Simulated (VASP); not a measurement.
KBr:

```
Br K
1.0
     0.00000    3.32185    3.32185
     3.32185    0.00000    3.32185
     3.32185    3.32185    0.00000
Br K
1 1
Direct
  0.50000 0.50000 0.50000
  0.00000 0.00000 0.00000
```

Base run:

```yaml
Program: VASP 6.6.1
Functional: r2SCAN
Potentials_or_basis: VASP PAW PBE potentials, release 64 (Br, K_sv)
Cutoff: 520 eV
k_mesh: 7 × 7 × 7
Occupations: fermi-dirac, width 0.05 eV
Spin: no spin polarisation
```

Its results: band gap on the k mesh 5.02 eV, direct; pressure -0.2 GPa.

The run is repeated on the same cell with these changes: functional from r2SCAN to PBE; dispersion from none to D3(BJ). What comes out?

Band gap on the k mesh 4.38 eV, direct; pressure -0.5 GPa.

Several settings changed at once, so the effect can't be laid on one alone.

Caveats: the PAW data sets were made with another functional, which shifts forces and pressure a little (some runs).

A k mesh can miss the band edges.
